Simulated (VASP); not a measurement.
Here is a VASP 6.6.1 calculation.

File INCAR:

```
ALGO     = Normal         # electronic algorithm
EDIFF    = 1E-8           # SCF threshold, eV
ENCUT    = 520            # plane-wave cutoff, eV
GGA      = PS             # functional
IBRION   = 8              # ionic algorithm
ISIF     = 2              # what is computed and relaxed
ISMEAR   = 0              # smearing method
LASPH    = T              # aspherical terms in the spheres
LCHARG   = F              # write CHGCAR
LREAL    = F              # projectors in reciprocal space
LWAVE    = F              # write WAVECAR
NBANDS   = 14             # bands
NELM     = 60             # most SCF steps
NSW      = 1              # ionic steps
PREC     = Accurate       # precision mode
SIGMA    = 0.01           # smearing width, eV
```

The input KPOINTS:

```
k-points
0
Gamma
  8 8 8
```

POSCAR

```
NaCl
1.0
    2.6935137220      2.6935137220      0.0000000000
   -2.6935137220      2.6935137220      0.0000000000
    0.0000000000      2.6935137220      2.6935137220
Na Cl
1 1
Direct
    0.0000000000      0.0000000000      0.0000000000
    0.5000000000      0.5000000000      0.0000000000
```

Potentials or basis: VASP PAW PBE potentials, release 64 (Na_pv, Cl).

Launch:

```sh
$ cat potpaw_PBE.64/Na_pv/POTCAR potpaw_PBE.64/Cl/POTCAR > POTCAR
$ mpirun -np 1 vasp_std > vasp.out
```

Q: Predict the highest phonon frequency at Γ, LO-TO splitting left out.

A: 219 cm⁻¹.

Phonon frequencies in cm⁻¹ (negative: imaginary):
```csv
q point,frequencies
"(0.000, 0.000, 0.000)",-1 -1 -1 219 219 219
```

Caveat: the cell stands under pressure or tension, which shifts response properties.
